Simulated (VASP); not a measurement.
# Rb (P6_3/mmc) in VASP: single point with PBEsol

Aim: the single point of Rb with PBEsol.

Program: VASP 6.6.1. These are calculated values, not measurements. Logs are shortened: lines on timing, memory, paths and dates and some standing lists are left out, and cuts for length are marked.

## Step 1: The cell of the first run

The structure is hexagonal, space group P6_3/mmc (No. 194). Conventional cell: a = 5.089 Å, b = 5.089 Å, c = 16.884 Å, α = 90.00°, β = 90.00°, γ = 120.00°.

## Step 2: Single point, PBEsol

Contents of INCAR:

```
SYSTEM = Rb
PREC     = Accurate       ! precision mode
ENCUT    = 520            ! plane-wave cutoff, eV
EDIFF    = 1E-7           ! SCF threshold, eV
ISMEAR   = -1             ! smearing method
SIGMA    = 0.05           ! smearing width, eV
LREAL    = .False.        ! projectors in reciprocal space
LASPH    = .True.         ! aspherical terms in the spheres
NELM     = 60             ! most SCF steps
ALGO     = Normal         ! electronic algorithm
ISIF     = 2              ! what is computed and relaxed
LWAVE    = .False.        ! write WAVECAR
LCHARG   = .True.         ! write CHGCAR
GGA      = PS             ! functional
LELF     = .True.         ! ELF
LVHAR    = .True.       
NBANDS   = 26             ! bands
```

Contents of KPOINTS:

```
regular mesh
0
Gamma
  8 8 2
  0 0 0
```

Contents of POSCAR:

```
Rb
1.0
    5.0887800000      0.0000000000      0.0000000000
   -2.5443900000      4.4070130000      0.0000000000
    0.0000000000      0.0000000000     16.8837260000
Rb
4
Direct
    0.0000000000      0.0000000000      0.0000000000
    0.3333333333      0.6666666667      0.7500000000
    0.0000000000      0.0000000000      0.5000000000
    0.6666666667      0.3333333333      0.2500000000
```

Potentials or basis: VASP PAW PBE potentials, release 64 (Rb_sv).

Launch:

```
$ cat potpaw_PBE.64/Rb_sv/POTCAR > POTCAR
$ mpirun -np 1 vasp_std > vasp.out
```

OUTCAR:

```text
SYSTEM = Rb
   PREC = Accurate
   ENCUT = 520
   EDIFF = 1E-7
   ISMEAR = -1
   LREAL = .False.
   LASPH = .True.
   NELM = 60
   ISIF = 2
   GGA = PS

 ion  position               nearest neighbor table
   1  0.000  0.000  0.000-   2 5.14   4 5.14   4 5.14   2 5.14   4 5.14   2 5.14
   2  0.333  0.667  0.750-   1 5.14   3 5.14   1 5.14   3 5.14   1 5.14   3 5.14
   3  0.000  0.000  0.500-   2 5.14   4 5.14   4 5.14   2 5.14   4 5.14   2 5.14
   4  0.667  0.333  0.250-   1 5.14   3 5.14   1 5.14   3 5.14   1 5.14   3 5.14

  LATTYP: Found a hexagonal cell.
 ALAT       =     5.0887800000
 C/A-ratio  =     3.3178337440

  Lattice vectors:

 A1 = (   5.0887800000,   0.0000000000,   0.0000000000)
 A2 = (  -2.5443900000,   4.4070130000,   0.0000000000)
 A3 = (   0.0000000000,   0.0000000000,  16.8837260000)

Analysis of symmetry for initial positions (statically):
=====================================================================
 Subroutine PRICEL returns:
 Original cell was already a primitive cell.

 Routine SETGRP: Setting up the symmetry group for a
 hexagonal supercell.

 Subroutine GETGRP returns: Found 24 space group operations
 (whereof 12 operations were pure point group operations)
 out of a pool of 24 trial point group operations.

The static configuration has the point symmetry D_3d.
 The point group associated with its full space group is D_6h.

Analysis of symmetry for dynamics (positions and initial velocities):
=====================================================================
 Subroutine PRICEL returns:
 Original cell was already a primitive cell.

 Routine SETGRP: Setting up the symmetry group for a
 hexagonal supercell.

 Subroutine GETGRP returns: Found 24 space group operations
 (whereof 12 operations were pure point group operations)
 out of a pool of 24 trial point group operations.

The dynamic configuration has the point symmetry D_3d.
 The point group associated with its full space group is D_6h.

 Subroutine INISYM returns: Found 24 space group operations
 (whereof 12 operations are pure point group operations),
 and found     1 'primitive' translations

----------------------------------------------------------------------------------------

                                     Primitive cell

  volume of cell :     378.6398

  direct lattice vectors                    reciprocal lattice vectors
     5.088780000  0.000000000  0.000000000     0.196510755  0.113455531  0.000000000
    -2.544390000  4.407013000  0.000000000     0.000000000  0.226911062  0.000000000
     0.000000000  0.000000000 16.883726000     0.000000000  0.000000000  0.059228632

  length of vectors
     5.088780000  5.088780213 16.883726000     0.226911071  0.226911062  0.059228632

  position of ions in fractional coordinates (direct lattice)
     0.000000000  0.000000000  0.000000000
     0.333333333  0.666666667  0.750000000
     0.000000000  0.000000000  0.500000000
     0.666666667  0.333333333  0.250000000

  ion indices of the primitive-cell ions
   primitive index   ion index
                 1           1
                 2           2
                 3           3
                 4           4

----------------------------------------------------------------------------------------

 KPOINTS: regular mesh

Automatic generation of k-mesh.
 Grid dimensions read from file:
 generate k-points for:    8    8    2

 Generating k-lattice:

  Cartesian coordinates                     Fractional coordinates (reciprocal lattice)
     0.024563844  0.014181941  0.000000000     0.125000000  0.000000000  0.000000000
     0.000000000  0.028363883  0.000000000     0.000000000  0.125000000  0.000000000
     0.000000000  0.000000000  0.029614316     0.000000000  0.000000000  0.500000000

  Length of vectors
     0.028363884  0.028363883  0.029614316

  Shift w.r.t. Gamma in fractional coordinates (k-lattice)
     0.000000000  0.000000000  0.000000000

 Subroutine IBZKPT returns following result:
 ===========================================

 Found     20 irreducible k-points:

 Following reciprocal coordinates:
            Coordinates               Weight
  0.000000  0.000000  0.000000      1.000000
  0.125000  0.000000  0.000000      6.000000
  0.250000  0.000000  0.000000      6.000000
  0.375000  0.000000  0.000000      6.000000
  0.500000  0.000000  0.000000      3.000000
  0.125000  0.125000  0.000000      6.000000
[... 12 lines left out ...]
  0.250000  0.250000  0.500000      6.000000
  0.375000  0.250000  0.500000      6.000000
   k-points           NKPTS =     20   k-points in BZ     NKDIM =     20   number of bands    NBANDS=     26
   number of dos      NEDOS =    301   number of ions     NIONS =      4
   total plane-waves  NPLWV = 201600
   dimension x,y,z NGX =    40 NGY =   40 NGZ =  126
   dimension x,y,z NGXF=    80 NGYF=   80 NGZF=  252
   ions per type =               4
   NGX,Y,Z   is equivalent  to a cutoff of  13.07, 13.07, 12.41 a.u.
   NGXF,Y,Z  is equivalent  to a cutoff of  26.14, 26.14, 24.81 a.u.
 SYSTEM =  Rb
   PREC   = accura    normal or accurate (medium, high low for compatibility)
   ISTART =      0    job   : 0-new  1-cont  2-samecut
   ICHARG =      2    charge: 1-file 2-atom 10-const
   ISPIN  =      1    spin polarized calculation?
   LNONCOLLINEAR =      F non collinear calculations
   LSORBIT =      F    spin-orbit coupling
   LASPH  =      T    aspherical Exc in radial PAW
   ENCUT  =  520.0 eV  38.22 Ry    6.18 a.u.   9.46  9.46 31.39*2*pi/ulx,y,z
   NELM   =     60;   NELMIN=  2; NELMDL= -5     # of ELM steps
   EDIFF  = 0.1E-06   stopping-criterion for ELM
   LREAL  =      F    real-space projection
   EDIFFG = 0.1E-05   stopping-criterion for IOM
   NSW    =      0    number of steps for IOM
   IBRION =     -1    ionic relax: 0-MD 1-quasi-New 2-CG
   NFREE  =      0    steps in history (QN), initial steepest desc. (CG)
   ISIF   =      2    stress and relaxation
   ISYM   =      2    0-nonsym 1-usesym 2-fastsym
   POTIM  = 0.5000    time-step for ionic-motion
   TEBEG  =    0.0;   TEEND  =   0.0 temperature during run
   PSTRESS=    0.0 pullay stress
   NELECT =      36.0000    total number of electrons
   NUPDOWN=      -1.0000    fix difference up-down
   EMIN   =  10.00;   EMAX   =-10.00  energy-range for DOS
   EFERMI =   0.00;   METHOD = LEGACY
   ISMEAR =    -1;   SIGMA  =   0.05  broadening in eV -4-tet -1-fermi 0-gaus
   EFERMI_NEDOS =   21; number of points for ismear=-14 and -15
   IALGO  =     38    algorithm
   IMIX   =      4    mixing-type and parameters
     AMIX     =   0.40;   BMIX     =  1.00
     AMIX_MAG =   1.60;   BMIX_MAG =  1.00
  volume/ion in A,a.u.               =      94.66       638.80
  Fermi-wavevector in a.u.,A,eV,Ry     =   0.747194  1.411993  7.596124  0.558299
  Thomas-Fermi vector in A             =   1.843192
   LORBIT       =      0    0 simple, 1 ext, 2 COOP (PROOUT), +10 PAW based schemes
   GGA     = PS    functional components
   LHFCALC =     F    Hartree Fock is set to
   AEXX    =    0.0000 exact exchange contribution
   IVDW    =     0    specifies the selected vdW correction
   LEPSILON=     F    determine dielectric tensor
   LRPA    =     F    only Hartree local field effects (RPA)
 non-spin polarized calculation
  energy-cutoff  :      520.00
  volume of cell :      378.64
 maximum number of plane-waves:     10253
 NGX is ok and might be reduce to    40
   NGX = 19   NGY = 19   NGZ = 63

 number of electron      36.0000000 magnetization

 Free energy of the ion-electron system (eV)
  ---------------------------------------------------
  ext. energy  EPLUGINS =         0.00000000
  ---------------------------------------------------
  free energy    TOTEN  =        -4.09339470 eV

  energy without entropy =       -4.05984628  energy(sigma->0) =       -4.07662049

 E-fermi :  -0.1813     XC(G=0):  -5.4232

 val. band max:       -0.1832410184   @ k =   0.3750   0.1250   0.5000
 cond. band min:      -0.0509666916   @ k =   0.5000   0.0000   0.0000
 fundamental gap:      0.1322743268
 Fermi energy:        -0.1812631489

 k-point     1 :       0.0000    0.0000    0.0000
  band No.  band energies     occupation
      1     -29.0124      2.00000
      2     -29.0112      2.00000
      3     -29.0106      2.00000
      4     -29.0094      2.00000
      5     -13.1435      2.00000
      6     -13.1048      2.00000
[... 18 lines left out ...]
     25       3.2885      0.00000
     26       3.3577      0.00000

 k-point     2 :       0.1250    0.0000    0.0000
  band No.  band energies     occupation
      1     -29.0120      2.00000
      2     -29.0109      2.00000
      3     -29.0103      2.00000
      4     -29.0092      2.00000
      5     -13.1395      2.00000
      6     -13.1060      2.00000
[... 18 lines left out ...]
     25       2.9428      0.00000
     26       2.9465      0.00000

 k-point     3 :       0.2500    0.0000    0.0000
  band No.  band energies     occupation
      1     -29.0109      2.00000
      2     -29.0101      2.00000
      3     -29.0095      2.00000
      4     -29.0087      2.00000
      5     -13.1293      2.00000
      6     -13.1166      2.00000
[... 18 lines left out ...]
     25       2.2677      0.00000
     26       2.3050      0.00000

 k-point     4 :       0.3750    0.0000    0.0000
  band No.  band energies     occupation
      1     -29.0098      2.00000
      2     -29.0093      2.00000
      3     -29.0087      2.00000
      4     -29.0082      2.00000
      5     -13.1372      2.00000
      6     -13.1360      2.00000
[... 18 lines left out ...]
     25       2.0219      0.00000
     26       2.0451      0.00000
[... 380 lines left out ...]
      1     -29.0091      2.00000
      2     -29.0091      2.00000
      3     -29.0082      2.00000
      4     -29.0082      2.00000
      5     -13.1379      2.00000
      6     -13.1379      2.00000
[... 18 lines left out ...]
     25       1.7892      0.00000
     26       1.7892      0.00000

 k-point    19 :       0.2500    0.2500    0.5000
  band No.  band energies     occupation
      1     -29.0091      2.00000
      2     -29.0091      2.00000
      3     -29.0082      2.00000
      4     -29.0082      2.00000
      5     -13.1291      2.00000
      6     -13.1291      2.00000
[... 18 lines left out ...]
     25       1.9083      0.00000
     26       1.9083      0.00000

 k-point    20 :       0.3750    0.2500    0.5000
  band No.  band energies     occupation
      1     -29.0088      2.00000
      2     -29.0088      2.00000
      3     -29.0081      2.00000
      4     -29.0081      2.00000
      5     -13.1317      2.00000
      6     -13.1317      2.00000
[... 18 lines left out ...]
     25       1.4554      0.00000
     26       1.4554      0.00000

------------------------ aborting loop because EDIFF is reached ----------------------------------------

  FORCE on cell =-STRESS in cart. coord.  units (eV):
  Direction    XX          YY          ZZ          XY          YZ          ZX
  --------------------------------------------------------------------------------------
  -------------------------------------------------------------------------------------
  Total       -0.4544331     -0.4544331     -0.6242472      0.0000000     -0.0000000      0.0000000
  in kB       -1.9228890     -1.9228892     -2.6414406      0.0000000     -0.0000000      0.0000000
  external PRESSURE =      -2.1624063 kB  Pullay stress =       0.0000000 kB

 VOLUME and BASIS-vectors are now :
 -----------------------------------------------------------------------------
  energy-cutoff  :      520.00
  volume of cell :      378.64
      direct lattice vectors                 reciprocal lattice vectors
     5.088780000  0.000000000  0.000000000     0.196510755  0.113455531  0.000000000
    -2.544390000  4.407013000  0.000000000     0.000000000  0.226911062  0.000000000
     0.000000000  0.000000000 16.883726000     0.000000000  0.000000000  0.059228632

 POSITION                                       TOTAL-FORCE (eV/Angst)
 -----------------------------------------------------------------------------------
      0.00000      0.00000      0.00000         0.000000      0.000000     -0.000000
     -0.00000      2.93801     12.66279        -0.000000     -0.000000      0.000000
      0.00000      0.00000      8.44186         0.000000      0.000000     -0.000000
      2.54439      1.46900      4.22093         0.000000      0.000000      0.000000
 -----------------------------------------------------------------------------------
    total drift:                                0.000000     -0.000000      0.000000

  FREE ENERGIE OF THE ION-ELECTRON SYSTEM (eV)
  ---------------------------------------------------
  free  energy   TOTEN  =        -4.0933946957 eV

  energy  without entropy=       -4.0598462839  energy(sigma->0) =       -4.07662049
```

It took 4.4 min on 1 thread of AMD EPYC 7R43 (Zen 3), shared host; peak memory 0.48 GiB.

Results:

| Item | Value |
| --- | --- |
| Free energy | -4.0934 eV |
| Pressure | -0.2 GPa |
| Band gap on the k mesh | zero (band 18 reaches 0.45 eV, above the bottom of band 19 at -1.43 eV) |

Levels at points of the mesh, in eV from the Fermi level:
```csv
k point,band 16,band 17,band 18,band 19,band 20,band 21
"(0.00, 0.00, 0.00)",-12.88,-1.88,-1.24,-1.24,0.14,0.64
"(0.50, 0.00, 0.00)",-12.89,0.13,0.27,0.47,0.54,0.88
"(0.00, 0.00, 0.50)",-12.88,-1.72,-1.72,-0.53,-0.53,1.36
"(0.50, 0.00, 0.50)",-12.90,0.21,0.21,0.44,0.44,1.06
```

Caveat: the PAW data sets were made with another functional, which shifts forces and pressure a little.
